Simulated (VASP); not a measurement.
# Sr (Im-3m) in VASP: notebook

Aim: see how the results for Sr move with the level of theory and the settings. Levels: PBE, revPBE. Tasks: electric field gradients.

All numbers are computed with VASP 6.6.1; they aren't measurements. Logs are shortened: lines on timing, memory, paths and dates and some standing lists are left out, and cuts for length are marked.

**1. The cell of the first run**

It takes space group Im-3m (No. 229, cubic). Conventional cell: a = 4.752 Å, b = 4.752 Å, c = 4.752 Å, α = 90.00°, β = 90.00°, γ = 90.00°. Sr (site symmetry m-3m) has 14 Sr at 4.12 to 4.75 Å within 5.4 Å.

This isn't the form of Sr at room conditions, which is fcc.

**2. Electric field gradients, PBE (53.65 Å³/atom)**

Input file INCAR:

```
PREC     = Accurate       # precision mode
ENCUT    = 520            # plane-wave cutoff, eV
EDIFF    = 1E-8           # SCF threshold, eV
ISMEAR   = -1             # smearing method
SIGMA    = 0.05           # smearing width, eV
LREAL    = F              # projectors in reciprocal space
LASPH    = T              # aspherical terms in the spheres
NELM     = 60             # most SCF steps
ALGO     = Normal         # electronic algorithm
ISIF     = 2              # what is computed and relaxed
LWAVE    = F              # write WAVECAR
LCHARG   = F              # write CHGCAR
GGA      = PE             # functional
LEFG     = T            
NBANDS   = 11             # bands
```

Input file KPOINTS:

```
regular mesh
0
Gamma
  12 12 12
```

Input file POSCAR:

```
Sr
1.0
   -2.3759174263      2.3759174263      2.3759174263
    2.3759174263     -2.3759174263      2.3759174263
    2.3759174263      2.3759174263     -2.3759174263
Sr
1
Direct
    0.0000000000      0.0000000000      0.0000000000
```

Potentials or basis: VASP PAW PBE potentials, release 64 (Sr_sv).

On the command line:

```bash
cat potpaw_PBE.64/Sr_sv/POTCAR > POTCAR
mpirun -np 1 vasp_std > vasp.out
```

OUTCAR:

```text
PREC = Accurate
   ENCUT = 520
   EDIFF = 1E-8
   ISMEAR = -1
   LREAL = F
   LASPH = T
   NELM = 60
   ISIF = 2
   GGA = PE

 ion  position               nearest neighbor table
   1  0.000  0.000  0.000-

  LATTYP: Found a body centered cubic cell.
 ALAT       =     4.7518348526

  Lattice vectors:

 A1 = (  -2.3759174263,   2.3759174263,   2.3759174263)
 A2 = (   2.3759174263,  -2.3759174263,   2.3759174263)
 A3 = (   2.3759174263,   2.3759174263,  -2.3759174263)

Analysis of symmetry for initial positions (statically):
=====================================================================
 Subroutine PRICEL returns:
 Original cell was already a primitive cell.

 Routine SETGRP: Setting up the symmetry group for a
 body centered cubic supercell.

 Subroutine GETGRP returns: Found 48 space group operations
 (whereof 48 operations were pure point group operations)
 out of a pool of 48 trial point group operations.

The static configuration has the point symmetry O_h .

Analysis of symmetry for dynamics (positions and initial velocities):
=====================================================================
 Subroutine PRICEL returns:
 Original cell was already a primitive cell.

 Routine SETGRP: Setting up the symmetry group for a
 body centered cubic supercell.

 Subroutine GETGRP returns: Found 48 space group operations
 (whereof 48 operations were pure point group operations)
 out of a pool of 48 trial point group operations.

The dynamic configuration has the point symmetry O_h .

 Subroutine INISYM returns: Found 48 space group operations
 (whereof 48 operations are pure point group operations),
 and found     1 'primitive' translations

----------------------------------------------------------------------------------------

                                     Primitive cell

  volume of cell :      53.6481

  direct lattice vectors                    reciprocal lattice vectors
    -2.375917426  2.375917426  2.375917426     0.000000000  0.210445024  0.210445024
     2.375917426 -2.375917426  2.375917426     0.210445024  0.000000000  0.210445024
     2.375917426  2.375917426 -2.375917426     0.210445024  0.210445024  0.000000000

  length of vectors
[... 116 lines left out ...]

 number of electron      10.0000000 magnetization

 Free energy of the ion-electron system (eV)
  ---------------------------------------------------
  ext. energy  EPLUGINS =         0.00000000
  ---------------------------------------------------
  free energy    TOTEN  =        -1.63592927 eV

  energy without entropy =       -1.62559880  energy(sigma->0) =       -1.63076403

 E-fermi :   1.6774     XC(G=0):  -7.4230

 val. band max:        1.6700086955   @ k =  -0.4167   0.5000   0.3333
 cond. band min:       1.6882024723   @ k =   0.5000   0.5000   0.2500
 fundamental gap:      0.0181937768
 Fermi energy:         1.6773600180

 k-point     1 :       0.0000    0.0000    0.0000
  band No.  band energies     occupation
      1     -34.8942      2.00000
      2     -16.7758      2.00000
      3     -16.7758      2.00000
      4     -16.7758      2.00000
      5      -2.0070      2.00000
      6       4.0774      0.00000
      7       4.0774      0.00000
      8       4.0774      0.00000
      9       5.4260      0.00000
     10       5.4260      0.00000
     11       9.8381      0.00000
[... 309 lines left out ...]
 k-point    24 :       0.4167    0.0833    0.0833
  band No.  band energies     occupation
      1     -34.8768      2.00000
      2     -16.9768      2.00000
      3     -16.8562      2.00000
      4     -16.7900      2.00000
      5       0.9055      2.00000
      6       1.9102      0.01882
      7       2.6900      0.00000
      8       5.3583      0.00000
      9       5.9565      0.00000
     10       6.9902      0.00000
     11       7.3751      0.00000

 [... further k-points ...]
[... 5 lines left out ...]
  --------------------------------------------------------------------------------------
  -------------------------------------------------------------------------------------
  Total        0.0181584      0.0181584      0.0181584     -0.0000000      0.0000000     -0.0000000
  in kB        0.5422926      0.5422926      0.5422926     -0.0000000      0.0000000     -0.0000000
  external PRESSURE =       0.5422926 kB  Pullay stress =       0.0000000 kB

 VOLUME and BASIS-vectors are now :
 -----------------------------------------------------------------------------
  energy-cutoff  :      520.00
  volume of cell :       53.65
      direct lattice vectors                 reciprocal lattice vectors
    -2.375917426  2.375917426  2.375917426     0.000000000  0.210445024  0.210445024
     2.375917426 -2.375917426  2.375917426     0.210445024  0.000000000  0.210445024
     2.375917426  2.375917426 -2.375917426     0.210445024  0.210445024  0.000000000

 POSITION                                       TOTAL-FORCE (eV/Angst)
 -----------------------------------------------------------------------------------
      0.00000      0.00000      0.00000        -0.000000      0.000000      0.000000
 -----------------------------------------------------------------------------------
    total drift:                               -0.000000      0.000000     -0.000000

  FREE ENERGIE OF THE ION-ELECTRON SYSTEM (eV)
  ---------------------------------------------------
  free  energy   TOTEN  =        -1.6359292700 eV

  energy  without entropy=       -1.6255987987  energy(sigma->0) =       -1.63076403

 Electric field gradients (V/A^2)
---------------------------------------------------------------------
 ion       V_xx      V_yy      V_zz      V_xy      V_xz      V_yz
---------------------------------------------------------------------
   1      -0.000    -0.000     0.000    -0.000    -0.000    -0.000
---------------------------------------------------------------------

 Electric field gradients after diagonalization (V/A^2)
 (convention: |V_zz| > |V_xx| > |V_yy|)
----------------------------------------------------------------------
 ion       V_xx      V_yy      V_zz     asymmetry (V_yy - V_xx)/ V_zz
----------------------------------------------------------------------
   1       0.000     0.000    -0.000       0.000
----------------------------------------------------------------------

           NMR quadrupolar parameters

 Cq : quadrupolar parameter    Cq=e*Q*V_zz/h
 eta: asymmetry parameters     (V_yy - V_xx)/ V_zz
 Q  : nuclear electric quadrupole moment in mb (millibarn)
----------------------------------------------------------------------
 ion       Cq(MHz)       eta       Q (mb)
----------------------------------------------------------------------
   1      -0.000       0.000       1.000
----------------------------------------------------------------------
```

OSZICAR:

```text
N       E                     dE             d eps       ncg     rms          rms(c)
DAV:   1     0.349153149306E+02    0.34915E+02   -0.47580E+03  1584   0.785E+02
DAV:   2     0.135340919310E+00   -0.34780E+02   -0.34084E+02  1850   0.151E+02
DAV:   3    -0.154102107494E+01   -0.16764E+01   -0.16532E+01  2362   0.236E+01
DAV:   4    -0.163010692402E+01   -0.89086E-01   -0.88929E-01  2101   0.492E+00
DAV:   5    -0.163281283510E+01   -0.27059E-02   -0.27056E-02  2337   0.636E-01    0.110E+01
DAV:   6    -0.163428520045E+01   -0.14724E-02   -0.70159E-03  1882   0.926E-01    0.618E+00
DAV:   7    -0.163580101454E+01   -0.15158E-02   -0.11755E-02  1766   0.120E+00    0.284E-01
DAV:   8    -0.163589128095E+01   -0.90266E-04   -0.14059E-03  2498   0.214E-01    0.679E-02
DAV:   9    -0.163591144865E+01   -0.20168E-04   -0.11312E-05  1910   0.323E-02    0.306E-02
DAV:  10    -0.163592993087E+01   -0.18482E-04   -0.77398E-06  1950   0.208E-02    0.583E-03
DAV:  11    -0.163592919925E+01    0.73162E-06   -0.52362E-07  1952   0.554E-03    0.261E-03
DAV:  12    -0.163592917810E+01    0.21146E-07   -0.11556E-07  2312   0.230E-03    0.136E-03
DAV:  13    -0.163592929512E+01   -0.11703E-06   -0.73846E-09  1421   0.740E-04    0.225E-04
DAV:  14    -0.163592928021E+01    0.14919E-07   -0.18219E-09  1014   0.246E-04    0.432E-04
DAV:  15    -0.163592926868E+01    0.11530E-07   -0.67056E-10   978   0.153E-04    0.604E-05
DAV:  16    -0.163592926996E+01   -0.12832E-08   -0.12928E-10   918   0.632E-05
   1 F= -.16359293E+01 E0= -.16307640E+01  d E =-.103305E-01
```

stdout:

```text
POSCAR found type information on POSCAR Sr
 POSCAR found :  1 types and       1 ions
 scaLAPACK will be used
 LDA part: xc-table for (Slater+PW92), standard interpolation
 POSCAR, INCAR and KPOINTS ok, starting setup
 FFT: planning ... GRIDC
 FFT: planning ... GRID_SOFT
 FFT: planning ... GRID
 WAVECAR not read
 entering main loop
ion   1
```

Run time: 21 s. Hardware: 1 thread of Intel Xeon Platinum 8488C (Sapphire Rapids), shared host; peak memory 0.19 GiB.

Results:

```
Free energy                             : -1.6359 eV
Pressure                                : 0.1 GPa
Band gap on the k mesh                  : zero (bands 5 and 6 overlap by 0.52 eV)
Largest electric field gradient by atom : under 0.05 V/Å² on every atom
```

**3. Electric field gradients, revPBE**

Input file INCAR:

```
PREC = Accurate
ENCUT = 520
EDIFF = 1E-8
ISMEAR = 0
SIGMA = 0.01
LREAL = False
LASPH = True
NELM = 60
ALGO = Normal
ISIF = 2
LWAVE = False
LCHARG = False
GGA = RE
LEFG = True
NBANDS = 11
```

Input file KPOINTS:

```
Automatic mesh
0
Gamma
  12 12 12
```

POSCAR is that of step 2.

Potentials or basis: VASP PAW PBE potentials, release 64 (Sr_sv).

On the command line:

```bash
cat potpaw_PBE.64/Sr_sv/POTCAR > POTCAR
mpirun -np 1 vasp_std > vasp.out
```

OUTCAR:

```text
PREC = Accurate
   ENCUT = 520
   EDIFF = 1E-8
   ISMEAR = 0
   LREAL = False
   LASPH = True
   NELM = 60
   ISIF = 2
   GGA = RE

 ion  position               nearest neighbor table
   1  0.000  0.000  0.000-

  LATTYP: Found a body centered cubic cell.
 ALAT       =     4.7518348526

  Lattice vectors:

 A1 = (  -2.3759174263,   2.3759174263,   2.3759174263)
[... 542 lines left out ...]
 -----------------------------------------------------------------------------------
    total drift:                                0.000000      0.000000     -0.000000

  FREE ENERGIE OF THE ION-ELECTRON SYSTEM (eV)
  ---------------------------------------------------
  free  energy   TOTEN  =        -1.4641546742 eV

  energy  without entropy=       -1.4640945752  energy(sigma->0) =       -1.46412462

 Electric field gradients (V/A^2)
---------------------------------------------------------------------
 ion       V_xx      V_yy      V_zz      V_xy      V_xz      V_yz
---------------------------------------------------------------------
   1      -0.000     0.000     0.000    -0.000    -0.000    -0.000
---------------------------------------------------------------------

 Electric field gradients after diagonalization (V/A^2)
 (convention: |V_zz| > |V_xx| > |V_yy|)
----------------------------------------------------------------------
 ion       V_xx      V_yy      V_zz     asymmetry (V_yy - V_xx)/ V_zz
----------------------------------------------------------------------
   1       0.000     0.000    -0.000       0.000
----------------------------------------------------------------------

           NMR quadrupolar parameters

 Cq : quadrupolar parameter    Cq=e*Q*V_zz/h
 eta: asymmetry parameters     (V_yy - V_xx)/ V_zz
 Q  : nuclear electric quadrupole moment in mb (millibarn)
----------------------------------------------------------------------
 ion       Cq(MHz)       eta       Q (mb)
----------------------------------------------------------------------
   1      -0.000       0.000       1.000
----------------------------------------------------------------------
```

It took 19 s on 1 thread of Intel Xeon Platinum 8488C (Sapphire Rapids), shared host; peak memory 0.19 GiB.

What came out:

```yaml
Free_energy: -1.4642 eV
Pressure: 0.6 GPa
Band_gap_on_the_k_mesh: zero (bands 5 and 6 overlap by 0.52 eV)
Largest_electric_field_gradient_by_atom: under 0.05 V/Å² on every atom
```

Levels at points of the mesh, in eV from the Fermi level:
| k point | band 1 | band 2 | band 3 | band 4 | band 5 | band 6 | band 7 | band 8 | band 9 | band 10 |
| --- | --- | --- | --- | --- | --- | --- | --- | --- | --- | --- |
| (0.00, 0.00, 0.00) | -36.61 | -18.50 | -18.50 | -18.50 | -3.68 | 2.43 | 2.43 | 2.43 | 3.76 | 3.76 |
| (0.50, 0.00, 0.00) | -36.60 | -18.71 | -18.57 | -18.50 | -1.01 | 0.22 | 1.24 | 3.61 | 4.28 | 5.53 |
| (0.50, 0.50, 0.50) | -36.58 | -18.65 | -18.65 | -18.65 | -0.18 | -0.18 | 3.71 | 3.71 | 3.71 | 5.12 |

Caveat: the PAW data sets were made with another functional, which shifts forces and pressure a little.

(Part 1 of 2 ends here.)

The gap in the log of VASP goes by the Fermi energy; the results here count the filled bands.